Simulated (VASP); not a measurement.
# BaF2 (Fm-3m) in VASP: further runs

The runs below take BaF2 through single point, with r2SCAN.

All numbers are computed with VASP 6.6.1; they aren't measurements. Logs are shortened: lines on timing, memory, paths and dates and some standing lists are left out, and cuts for length are marked.

## (1) The cell of the first run

It takes space group Fm-3m (No. 225, cubic). Conventional cell: a = 6.003 Å, b = 6.003 Å, c = 6.003 Å, α = 90.00°, β = 90.00°, γ = 90.00°. Within 3.4 Å of Ba (site symmetry m-3m) lie 8 F at 2.60 Å. Within 3.4 Å of F (site symmetry -43m) lie 4 Ba at 2.60 Å and 6 F at 3.00 Å.

## (2) Single point, r2SCAN (18.03 Å³/atom)

File POSCAR:

```
BaF2
1.0
    0.0000000000      3.0015042098      3.0015042098
    3.0015042098      0.0000000000      3.0015042098
    3.0015042098      3.0015042098      0.0000000000
Ba F
1 2
Direct
    0.0000000000      0.0000000000      0.0000000000
    0.2500000000      0.2500000000      0.2500000000
    0.7500000000      0.7500000000      0.7500000000
```

File INCAR.step1:

```
PREC     = Accurate       # precision mode
ENCUT    = 1490           # plane-wave cutoff, eV
ISMEAR   = 0              # smearing method
SIGMA    = 0.02           # smearing width, eV
LREAL    = F              # projectors in reciprocal space
LASPH    = T              # aspherical terms in the spheres
NELM     = 120            # most SCF steps
NBANDS   = 19             # bands
GGA      = PE             # functional
ALGO     = Normal         # electronic algorithm
EDIFF    = 1E-5           # SCF threshold, eV
LWAVE    = T              # write WAVECAR
LCHARG   = F              # write CHGCAR
GGA_COMPAT= F
```

File INCAR.step2:

```
PREC     = Accurate       # precision mode
ENCUT    = 1490           # plane-wave cutoff, eV
EDIFF    = 1E-6           # SCF threshold, eV
ISMEAR   = 0              # smearing method
SIGMA    = 0.02           # smearing width, eV
LREAL    = F              # projectors in reciprocal space
LASPH    = T              # aspherical terms in the spheres
NELM     = 120            # most SCF steps
ALGO     = Normal         # electronic algorithm
ISIF     = 2              # what is computed and relaxed
LWAVE    = F              # write WAVECAR
LCHARG   = T              # write CHGCAR
METAGGA  = R2SCAN         # meta-GGA
LMIXTAU  = T            
LELF     = T              # ELF
LVHAR    = T            
NBANDS   = 19             # bands
ISTART   = 1            
GGA_COMPAT= F
```

File KPOINTS:

```
regular mesh
0
Gamma
  6 6 6
```

Potentials or basis: VASP PAW PBE potentials, release 64 (Ba_sv, F_h).

The run is started by

```console
cat potpaw_PBE.64/Ba_sv/POTCAR potpaw_PBE.64/F_h/POTCAR > POTCAR
cp INCAR.step1 INCAR
mpirun -np 1 vasp_std > vasp.out
cp INCAR.step2 INCAR
mpirun -np 1 vasp_std > vasp.out
```

OUTCAR:

```text
PREC = Accurate
   ENCUT = 1490
   EDIFF = 1E-6
   ISMEAR = 0
   LREAL = F
   LASPH = T
   NELM = 120
   ISIF = 2
   METAGGA = R2SCAN
   ISTART = 1

 ion  position               nearest neighbor table
   1  0.000  0.000  0.000-   3 2.60   3 2.60   3 2.60   2 2.60   3 2.60   2 2.60   2 2.60   2 2.60

   2  0.250  0.250  0.250-   1 2.60   1 2.60   1 2.60   1 2.60
   3  0.750  0.750  0.750-   1 2.60   1 2.60   1 2.60   1 2.60

  LATTYP: Found a face centered cubic cell.
 ALAT       =     6.0030084196

  Lattice vectors:

 A1 = (   0.0000000000,   3.0015042098,   3.0015042098)
 A2 = (   3.0015042098,   0.0000000000,   3.0015042098)
 A3 = (   3.0015042098,   3.0015042098,   0.0000000000)

Analysis of symmetry for initial positions (statically):
=====================================================================
 Subroutine PRICEL returns:
 Original cell was already a primitive cell.

 Routine SETGRP: Setting up the symmetry group for a
 face centered cubic supercell.

 Subroutine GETGRP returns: Found 48 space group operations
 (whereof 48 operations were pure point group operations)
 out of a pool of 48 trial point group operations.

The static configuration has the point symmetry O_h .

Analysis of symmetry for dynamics (positions and initial velocities):
=====================================================================
 Subroutine PRICEL returns:
 Original cell was already a primitive cell.

 Routine SETGRP: Setting up the symmetry group for a
 face centered cubic supercell.

 Subroutine GETGRP returns: Found 48 space group operations
 (whereof 48 operations were pure point group operations)
 out of a pool of 48 trial point group operations.

The dynamic configuration has the point symmetry O_h .

 Subroutine INISYM returns: Found 48 space group operations
 (whereof 48 operations are pure point group operations),
 and found     1 'primitive' translations

----------------------------------------------------------------------------------------

                                     Primitive cell

  volume of cell :      54.0813

  direct lattice vectors                    reciprocal lattice vectors
     0.000000000  3.001504210  3.001504210    -0.166583141  0.166583141  0.166583141
     3.001504210  0.000000000  3.001504210     0.166583141 -0.166583141  0.166583141
     3.001504210  3.001504210  0.000000000     0.166583141  0.166583141 -0.166583141

  length of vectors
     4.244767961  4.244767961  4.244767961     0.288530464  0.288530464  0.288530464

  position of ions in fractional coordinates (direct lattice)
     0.000000000  0.000000000  0.000000000
     0.250000000  0.250000000  0.250000000
     0.750000000  0.750000000  0.750000000

  ion indices of the primitive-cell ions
   primitive index   ion index
                 1           1
                 2           2
                 3           3

----------------------------------------------------------------------------------------

 KPOINTS: regular mesh

Automatic generation of k-mesh.
 Grid dimensions read from file:
 generate k-points for:    6    6    6

 Generating k-lattice:

  Cartesian coordinates                     Fractional coordinates (reciprocal lattice)
    -0.027763857  0.027763857  0.027763857     0.166666667  0.000000000  0.000000000
     0.027763857 -0.027763857  0.027763857     0.000000000  0.166666667  0.000000000
     0.027763857  0.027763857 -0.027763857     0.000000000  0.000000000  0.166666667

  Length of vectors
     0.048088411  0.048088411  0.048088411

  Shift w.r.t. Gamma in fractional coordinates (k-lattice)
     0.000000000  0.000000000  0.000000000

 Subroutine IBZKPT returns following result:
 ===========================================

 Found     16 irreducible k-points:

 Following reciprocal coordinates:
            Coordinates               Weight
  0.000000  0.000000  0.000000      1.000000
  0.166667  0.000000  0.000000      8.000000
  0.333333  0.000000  0.000000      8.000000
  0.500000  0.000000  0.000000      4.000000
  0.166667  0.166667  0.000000      6.000000
  0.333333  0.166667  0.000000     24.000000
[... 8 lines left out ...]
 -0.333333  0.333333  0.166667     24.000000
 -0.333333  0.500000  0.166667     12.000000
   k-points           NKPTS =     16   k-points in BZ     NKDIM =     16   number of bands    NBANDS=     19
   number of dos      NEDOS =    301   number of ions     NIONS =      3
   total plane-waves  NPLWV = 157464
   dimension x,y,z NGX =    54 NGY =   54 NGZ =   54
   dimension x,y,z NGXF=   108 NGYF=  108 NGZF=  108
   ions per type =               1   2
   NGX,Y,Z   is equivalent  to a cutoff of  21.15, 21.15, 21.15 a.u.
   NGXF,Y,Z  is equivalent  to a cutoff of  42.30, 42.30, 42.30 a.u.
 SYSTEM =  unknown system
   PREC   = accura    normal or accurate (medium, high low for compatibility)
   ISTART =      1    job   : 0-new  1-cont  2-samecut
   ICHARG =      0    charge: 1-file 2-atom 10-const
   ISPIN  =      1    spin polarized calculation?
   LNONCOLLINEAR =      F non collinear calculations
   LSORBIT =      F    spin-orbit coupling
   LASPH  =      T    aspherical Exc in radial PAW
   ENCUT  = 1490.0 eV 109.51 Ry   10.46 a.u.  13.36 13.36 13.36*2*pi/ulx,y,z
   NELM   =    120;   NELMIN=  2; NELMDL=  0     # of ELM steps
   EDIFF  = 0.1E-05   stopping-criterion for ELM
   LREAL  =      F    real-space projection
   EDIFFG = 0.1E-04   stopping-criterion for IOM
   NSW    =      0    number of steps for IOM
   IBRION =     -1    ionic relax: 0-MD 1-quasi-New 2-CG
   NFREE  =      0    steps in history (QN), initial steepest desc. (CG)
   ISIF   =      2    stress and relaxation
   ISYM   =      2    0-nonsym 1-usesym 2-fastsym
   POTIM  = 0.5000    time-step for ionic-motion
   TEBEG  =    0.0;   TEEND  =   0.0 temperature during run
   PSTRESS=    0.0 pullay stress
   NELECT =      24.0000    total number of electrons
   NUPDOWN=      -1.0000    fix difference up-down
   EMIN   =  10.00;   EMAX   =-10.00  energy-range for DOS
   EFERMI =   0.00;   METHOD = LEGACY
   ISMEAR =     0;   SIGMA  =   0.02  broadening in eV -4-tet -1-fermi 0-gaus
   EFERMI_NEDOS =   21; number of points for ismear=-14 and -15
   IALGO  =     38    algorithm
   IMIX   =      4    mixing-type and parameters
     AMIX     =   0.40;   BMIX     =  1.00
     AMIX_MAG =   1.60;   BMIX_MAG =  1.00
  volume/ion in A,a.u.               =      18.03       121.65
  Fermi-wavevector in a.u.,A,eV,Ry     =   1.248714  2.359727 21.215380  1.559286
  Thomas-Fermi vector in A             =   2.382788
   LORBIT       =      0    0 simple, 1 ext, 2 COOP (PROOUT), +10 PAW based schemes
   METAGGA = R2SCAN    functional components
   LHFCALC =     F    Hartree Fock is set to
   AEXX    =    0.0000 exact exchange contribution
   IVDW    =     0    specifies the selected vdW correction
   LEPSILON=     F    determine dielectric tensor
   LRPA    =     F    only Hartree local field effects (RPA)
 non-spin polarized calculation
 Gauss-broadening in eV      SIGMA  =   0.02
  energy-cutoff  :     1490.00
  volume of cell :       54.08
 maximum number of plane-waves:      7120
 NGX is ok and might be reduce to    54
   NGX = 27   NGY = 27   NGZ = 27

 number of electron      24.0000002 magnetization

 Free energy of the ion-electron system (eV)
  ---------------------------------------------------
  ext. energy  EPLUGINS =         0.00000000
  ---------------------------------------------------
  free energy    TOTEN  =       -44.92628202 eV

  energy without entropy =      -44.92628202  energy(sigma->0) =      -44.92628202

 E-fermi :  -1.6854     XC(G=0):  -9.7376

 val. band max:       -1.8691490547   @ k =  -0.3333   0.1667   0.0000
 cond. band min:       5.8961443696   @ k =   0.0000   0.0000   0.0000
 fundamental gap:      7.7652934243
 Fermi energy:        -1.6853978409

 k-point     1 :       0.0000    0.0000    0.0000
  band No.  band energies     occupation
      1     -25.3657      2.00000
      2     -22.1137      2.00000
      3     -21.7272      2.00000
      4      -9.4570      2.00000
      5      -9.4570      2.00000
      6      -9.4570      2.00000
[... 11 lines left out ...]
     18      11.2412      0.00000
     19      15.0150      0.00000

 k-point     2 :       0.1667    0.0000    0.0000
  band No.  band energies     occupation
      1     -25.2657      2.00000
      2     -22.1479      2.00000
      3     -21.8488      2.00000
      4      -9.5299      2.00000
      5      -9.5209      2.00000
      6      -9.5209      2.00000
[... 11 lines left out ...]
     18      11.2587      0.00000
     19      13.9413      0.00000

 k-point     3 :       0.3333    0.0000    0.0000
  band No.  band energies     occupation
      1     -25.0377      2.00000
      2     -22.2850      2.00000
      3     -22.0519      2.00000
      4      -9.6469      2.00000
      5      -9.6411      2.00000
      6      -9.6411      2.00000
[... 11 lines left out ...]
     18      11.3299      0.00000
     19      13.3435      0.00000

 k-point     4 :       0.5000    0.0000    0.0000
  band No.  band energies     occupation
      1     -24.9037      2.00000
      2     -22.4197      2.00000
      3     -22.1075      2.00000
      4      -9.6978      2.00000
      5      -9.6978      2.00000
      6      -9.6941      2.00000
[... 231 lines left out ...]
     18      12.2162      0.00000
     19      14.3736      0.00000

 k-point    15 :      -0.3333    0.3333    0.1667
  band No.  band energies     occupation
      1     -24.7658      2.00000
      2     -22.4006      2.00000
      3     -22.3189      2.00000
      4      -9.9851      2.00000
      5      -9.6436      2.00000
      6      -9.6425      2.00000
[... 11 lines left out ...]
     18      12.9362      0.00000
     19      14.2874      0.00000

 k-point    16 :      -0.3333    0.5000    0.1667
  band No.  band energies     occupation
      1     -24.7148      2.00000
      2     -22.4543      2.00000
      3     -22.3330      2.00000
      4     -10.0668      2.00000
      5      -9.8354      2.00000
      6      -9.4110      2.00000
[... 11 lines left out ...]
     18      14.5213      0.00000
     19      14.6108      0.00000

------------------------ aborting loop because EDIFF is reached ----------------------------------------

  FORCE on cell =-STRESS in cart. coord.  units (eV):
  Direction    XX          YY          ZZ          XY          YZ          ZX
  --------------------------------------------------------------------------------------
  -------------------------------------------------------------------------------------
  Total        2.9602572      2.9602572      2.9602572     -0.0000000      0.0000000     -0.0000000
  in kB       87.6987008     87.6987008     87.6987008     -0.0000000      0.0000000     -0.0000000
  external PRESSURE =      87.6987008 kB  Pullay stress =       0.0000000 kB

 VOLUME and BASIS-vectors are now :
 -----------------------------------------------------------------------------
  energy-cutoff  :     1490.00
  volume of cell :       54.08
      direct lattice vectors                 reciprocal lattice vectors
     0.000000000  3.001504210  3.001504210    -0.166583141  0.166583141  0.166583141
     3.001504210  0.000000000  3.001504210     0.166583141 -0.166583141  0.166583141
     3.001504210  3.001504210  0.000000000     0.166583141  0.166583141 -0.166583141

 POSITION                                       TOTAL-FORCE (eV/Angst)
 -----------------------------------------------------------------------------------
      0.00000      0.00000      0.00000        -0.000000     -0.000000     -0.000000
      1.50075      1.50075      1.50075        -0.000000     -0.000000     -0.000000
      4.50226      4.50226      4.50226         0.000000      0.000000      0.000000
 -----------------------------------------------------------------------------------
    total drift:                                0.000000      0.000000      0.000000

  FREE ENERGIE OF THE ION-ELECTRON SYSTEM (eV)
  ---------------------------------------------------
  free  energy   TOTEN  =       -44.9262820189 eV

  energy  without entropy=      -44.9262820189  energy(sigma->0) =      -44.92628202
```

Run time: 7.8 min. Hardware: 1 thread of Intel Xeon Platinum 8259CL at 2.50GHz (Skylake/Cascade Lake), shared host; peak memory 0.48 GiB.

Results:

```
Free energy            : -44.9263 eV
Pressure               : 8.8 GPa
Band gap on the k mesh : 7.77 eV (least direct gap 7.88 eV)
```

Caveat: the cell stands under pressure; the PAW data sets were made with another functional, which shifts forces and pressure a little; spin-orbit coupling is left out, which moves the levels of the heavy elements. A k mesh can miss the band edges.

## (3) Single point, r2SCAN (19.22 Å³/atom)

This run uses another cell than the first one, of 19.22 Å³/atom.

File POSCAR:

```
BaF2
1.0
    0.0000000000      3.0660723886      3.0660723886
    3.0660723886      0.0000000000      3.0660723886
    3.0660723886      3.0660723886      0.0000000000
Ba F
1 2
Direct
    0.0000000000      0.0000000000      0.0000000000
    0.2500000000      0.2500000000      0.2500000000
    0.7500000000      0.7500000000      0.7500000000
```

File INCAR.step1:

```
SYSTEM = BaF2
ALGO     = Normal         ! electronic algorithm
EDIFF    = 1E-5           ! SCF threshold, eV
ENCUT    = 1490           ! plane-wave cutoff, eV
GGA      = PE             ! functional
GGA_COMPAT= .False.      
ISMEAR   = 0              ! smearing method
LASPH    = .True.         ! aspherical terms in the spheres
LCHARG   = .False.        ! write CHGCAR
LREAL    = .False.        ! projectors in reciprocal space
LWAVE    = .True.         ! write WAVECAR
NBANDS   = 19             ! bands
NELM     = 120            ! most SCF steps
PREC     = Accurate       ! precision mode
SIGMA    = 0.02           ! smearing width, eV
```

File INCAR.step2:

```
SYSTEM = BaF2
ALGO     = Normal         ! electronic algorithm
EDIFF    = 1E-6           ! SCF threshold, eV
ENCUT    = 1490           ! plane-wave cutoff, eV
GGA_COMPAT= .False.      
ISIF     = 2              ! what is computed and relaxed
ISMEAR   = 0              ! smearing method
ISTART   = 1            
LASPH    = .True.         ! aspherical terms in the spheres
LCHARG   = .False.        ! write CHGCAR
LMIXTAU  = .True.       
LREAL    = .False.        ! projectors in reciprocal space
LWAVE    = .False.        ! write WAVECAR
METAGGA  = R2SCAN         ! meta-GGA
NBANDS   = 19             ! bands
NELM     = 120            ! most SCF steps
PREC     = Accurate       ! precision mode
SIGMA    = 0.02           ! smearing width, eV
```

File KPOINTS:

```
k-points
0
Gamma
  6 6 6
  0 0 0
```

Potentials or basis: VASP PAW PBE potentials, release 64 (Ba_sv, F_h).

The run is started by

```console
cat potpaw_PBE.64/Ba_sv/POTCAR potpaw_PBE.64/F_h/POTCAR > POTCAR
cp INCAR.step1 INCAR
mpirun -np 1 vasp_std > vasp.out
cp INCAR.step2 INCAR
mpirun -np 1 vasp_std > vasp.out
```

OUTCAR:

```text
SYSTEM = BaF2
   EDIFF = 1E-6
   ENCUT = 1490
   ISIF = 2
   ISMEAR = 0
   ISTART = 1
   LASPH = .True.
   LREAL = .False.
   METAGGA = R2SCAN
   NELM = 120
   PREC = Accurate

 ion  position               nearest neighbor table
   1  0.000  0.000  0.000-   3 2.66   3 2.66   3 2.66   2 2.66   3 2.66   2 2.66   2 2.66   2 2.66

   2  0.250  0.250  0.250-   1 2.66   1 2.66   1 2.66   1 2.66
   3  0.750  0.750  0.750-   1 2.66   1 2.66   1 2.66   1 2.66

  LATTYP: Found a face centered cubic cell.
 ALAT       =     6.1321447772
[... 535 lines left out ...]

  FORCE on cell =-STRESS in cart. coord.  units (eV):
  Direction    XX          YY          ZZ          XY          YZ          ZX
  --------------------------------------------------------------------------------------
  -------------------------------------------------------------------------------------
  Total        1.1921827      1.1921827      1.1921827     -0.0000000     -0.0000000      0.0000000
  in kB       33.1341763     33.1341763     33.1341763     -0.0000000     -0.0000000      0.0000000
  external PRESSURE =      33.1341763 kB  Pullay stress =       0.0000000 kB

 VOLUME and BASIS-vectors are now :
 -----------------------------------------------------------------------------
  energy-cutoff  :     1490.00
  volume of cell :       57.65
      direct lattice vectors                 reciprocal lattice vectors
     0.000000000  3.066072389  3.066072389    -0.163075080  0.163075080  0.163075080
     3.066072389  0.000000000  3.066072389     0.163075080 -0.163075080  0.163075080
     3.066072389  3.066072389  0.000000000     0.163075080  0.163075080 -0.163075080

 POSITION                                       TOTAL-FORCE (eV/Angst)
 -----------------------------------------------------------------------------------
      0.00000      0.00000      0.00000         0.000000     -0.000000      0.000000
      1.53304      1.53304      1.53304        -0.000000     -0.000000     -0.000000
      4.59911      4.59911      4.59911         0.000000      0.000000      0.000000
 -----------------------------------------------------------------------------------
    total drift:                                0.000000     -0.000000      0.000000

  FREE ENERGIE OF THE ION-ELECTRON SYSTEM (eV)
  ---------------------------------------------------
  free  energy   TOTEN  =       -45.0606887475 eV

  energy  without entropy=      -45.0606887475  energy(sigma->0) =      -45.06068875
```

OUTCAR.step1:

```text
SYSTEM = BaF2
   EDIFF = 1E-5
   ENCUT = 1490
   GGA = PE
   ISMEAR = 0
   LASPH = .True.
   LREAL = .False.
   NELM = 120
[... 565 lines left out ...]
      0.00000      0.00000      0.00000        -0.000000     -0.000000     -0.000000
      1.53304      1.53304      1.53304        -0.000000     -0.000000      0.000000
      4.59911      4.59911      4.59911         0.000000      0.000000     -0.000000
 -----------------------------------------------------------------------------------
    total drift:                                0.000000     -0.000000      0.000000

  FREE ENERGIE OF THE ION-ELECTRON SYSTEM (eV)
  ---------------------------------------------------
  free  energy   TOTEN  =       -17.0801560274 eV

  energy  without entropy=      -17.0801560274  energy(sigma->0) =      -17.08015603
```

Wall time 5.3 min (1 thread of AMD EPYC 7R13 (Zen 3), shared host); peak memory 0.5 GiB.

Results:

```yaml
Free_energy: -45.0607 eV
Pressure: 3.3 GPa
Band_gap_on_the_k_mesh: 7.50 eV (least direct gap 7.58 eV)
```

Levels at points of the mesh, in eV from the valence-band top:
| k point | band 8 | band 9 | band 10 | band 11 | band 12 | band 13 | band 14 | band 15 | band 16 | band 17 |
| --- | --- | --- | --- | --- | --- | --- | --- | --- | --- | --- |
| (0.00, 0.00, 0.00) | -1.56 | -1.56 | -0.08 | -0.08 | -0.08 | 7.50 | 10.05 | 10.05 | 12.56 | 12.56 |
| (0.50, 0.00, 0.00) | -1.14 | -0.67 | -0.33 | -0.14 | -0.14 | 10.01 | 10.01 | 10.17 | 10.26 | 12.75 |
| (0.50, 0.50, 0.00) | -0.39 | -0.39 | -0.28 | -0.28 | -0.15 | 7.77 | 10.04 | 11.61 | 13.14 | 13.14 |

Caveat: the cell stands under pressure; the PAW data sets were made with another functional, which shifts forces and pressure a little; spin-orbit coupling is left out, which moves the levels of the heavy elements.
